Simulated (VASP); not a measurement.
# Ga3B2As5 (I-4m2) in VASP: notebook, part 2 of 2

VASP 6.6.1.

### Step 3. Single point, PBE

This run uses another cell than the first one, of 19.40 Å³/atom.

Contents of INCAR:

```
  PREC = Accurate
  ENCUT = 520
  EDIFF = 1E-7
  ISMEAR = 0
  SIGMA = 0.1
  LREAL = False
  LASPH = True
  NELM = 100
  ALGO = Normal
  ISIF = 2
  LWAVE = False
  LCHARG = False
  GGA = PE
  NBANDS = 46
```

Contents of KPOINTS:

```
Automatic mesh
0
Gamma
  6 6 6
```

Contents of POSCAR:

```
Ga3B2As5
1.0
   -1.8818970875      1.8818970875     13.6948104813
    1.8818970875     -1.8818970875     13.6948104813
    1.8818970875      1.8818970875    -13.6948104813
Ga B As
3 2 5
Direct
    0.8891474109      0.8891474109      0.0000000000
    0.5000000000      0.5000000000      0.0000000000
    0.1108525891      0.1108525891      0.0000000000
    0.7084082249      0.7084082249      0.0000000000
    0.2915917751      0.2915917751      0.0000000000
    0.3329174304      0.8329174304      0.5000000000
    0.9444546258      0.4444546258      0.5000000000
    0.5555453742      0.0555453742      0.5000000000
    0.1670825696      0.6670825696      0.5000000000
    0.7500000000      0.2500000000      0.5000000000
```

Potentials or basis: VASP PAW PBE potentials, release 64 (Ga_d, B, As).

The run is started by

```
$ cat potpaw_PBE.64/Ga_d/POTCAR potpaw_PBE.64/B/POTCAR potpaw_PBE.64/As/POTCAR > POTCAR
$ mpirun -np 1 vasp_std > vasp.out
```

OUTCAR:

```text
PREC = Accurate
   ENCUT = 520
   EDIFF = 1E-7
   ISMEAR = 0
   LREAL = False
   LASPH = True
   NELM = 100
   ISIF = 2
   GGA = PE

 ion  position               nearest neighbor table
   1  0.889  0.889  0.000-   7 2.42   7 2.42   6 2.43   6 2.43
   2  0.500  0.500  0.000-   8 2.42   7 2.42   8 2.42   7 2.42
   3  0.111  0.111  0.000-   8 2.42   8 2.42   9 2.43   9 2.43
   4  0.708  0.708  0.000-   9 2.20   9 2.20  10 2.20  10 2.20
   5  0.292  0.292  0.000-   6 2.20   6 2.20  10 2.20  10 2.20
[... 1398 lines left out ...]
  Total        0.3032868      0.3032868      0.3132166      0.0000000      0.0000000      0.0000000
  in kB        2.5047032      2.5047032      2.5867088      0.0000000      0.0000000      0.0000000
  external PRESSURE =       2.5320384 kB  Pullay stress =       0.0000000 kB

 VOLUME and BASIS-vectors are now :
 -----------------------------------------------------------------------------
  energy-cutoff  :      520.00
  volume of cell :      194.00
      direct lattice vectors                 reciprocal lattice vectors
    -1.881897088  1.881897088 13.694810481     0.000000000  0.265689343  0.036510180
     1.881897088 -1.881897088 13.694810481     0.265689343  0.000000000  0.036510180
     1.881897088  1.881897088-13.694810481     0.265689343  0.265689343  0.000000000

 POSITION                                       TOTAL-FORCE (eV/Angst)
 -----------------------------------------------------------------------------------
      0.00000      0.00000     24.35341         0.000000     -0.000000     -0.006578
      0.00000      0.00000     13.69481         0.000000     -0.000000     -0.000000
      0.00000      0.00000      3.03621         0.000000     -0.000000      0.006578
      0.00000      0.00000     19.40303        -0.000000     -0.000000      0.001511
      0.00000      0.00000      7.98659        -0.000000     -0.000000     -0.001511
      1.88190     -0.00000      9.11848        -0.000000      0.000000      0.006429
     -0.00000      1.88190     12.17344         0.000000     -0.000000      0.001884
      0.00000      1.88190      1.52137         0.000000     -0.000000     -0.001884
      1.88190      0.00000      4.57633        -0.000000      0.000000     -0.006429
      0.00000      1.88190      6.84741         0.000000     -0.000000     -0.000000
 -----------------------------------------------------------------------------------
    total drift:                               -0.000001      0.000001     -0.000000

  FREE ENERGIE OF THE ION-ELECTRON SYSTEM (eV)
  ---------------------------------------------------
  free  energy   TOTEN  =       -45.9461644276 eV

  energy  without entropy=      -45.9455810687  energy(sigma->0) =      -45.94587275
```

OSZICAR:

```text
N       E                     dE             d eps       ncg     rms          rms(c)
DAV:   1     0.609856393651E+03    0.60986E+03   -0.30547E+04  3010   0.195E+03
DAV:   2     0.503005610504E+02   -0.55956E+03   -0.53418E+03  3044   0.549E+02
DAV:   3    -0.412011182503E+02   -0.91502E+02   -0.88813E+02  3220   0.157E+02
DAV:   4    -0.468493699493E+02   -0.56483E+01   -0.55938E+01  3562   0.395E+01
DAV:   5    -0.469897288405E+02   -0.14036E+00   -0.13987E+00  3396   0.615E+00    0.738E+00
DAV:   6    -0.460605164352E+02    0.92921E+00   -0.18279E+00  3760   0.108E+01    0.403E+00
DAV:   7    -0.459430889298E+02    0.11743E+00   -0.72295E-01  3408   0.330E+00    0.140E+00
DAV:   8    -0.459437893294E+02   -0.70040E-03   -0.93033E-02  3572   0.224E+00    0.397E-01
DAV:   9    -0.459452919422E+02   -0.15026E-02   -0.97665E-03  3480   0.822E-01    0.159E-01
DAV:  10    -0.459459012805E+02   -0.60934E-03   -0.23753E-03  3464   0.313E-01    0.494E-02
DAV:  11    -0.459460876107E+02   -0.18633E-03   -0.25402E-04  3496   0.179E-01    0.242E-02
DAV:  12    -0.459461462558E+02   -0.58645E-04   -0.78696E-05  3184   0.810E-02    0.105E-02
DAV:  13    -0.459461628076E+02   -0.16552E-04   -0.26003E-05  3288   0.574E-02    0.282E-03
DAV:  14    -0.459461640243E+02   -0.12167E-05   -0.40851E-06  3626   0.268E-02    0.148E-03
DAV:  15    -0.459461644144E+02   -0.39013E-06   -0.17116E-06  3480   0.878E-03    0.560E-04
DAV:  16    -0.459461644276E+02   -0.13214E-07   -0.11691E-07  2058   0.486E-03
   1 F= -.45946164E+02 E0= -.45945873E+02  d E =-.583359E-03
```

It took 63 min on 1 thread of Intel Xeon Platinum 8259CL at 2.50GHz (Skylake/Cascade Lake), shared host; peak memory 2 GiB.

What came out:

- Free energy: -45.9462 eV
- Pressure: 0.3 GPa
- Largest force: 0.007 eV/Å
- Band gap on the k mesh: 0.23 eV

Forces in eV/Å, atoms in the order of the input:
```
Ga   0.000  0.000 -0.007
Ga   0.000  0.000  0.000
Ga   0.000  0.000  0.007
B    0.000  0.000  0.002
B    0.000  0.000 -0.002
As   0.000  0.000  0.006
As   0.000  0.000  0.002
As   0.000  0.000 -0.002
As   0.000  0.000 -0.006
As   0.000  0.000  0.000
```

A k mesh can miss the band edges.
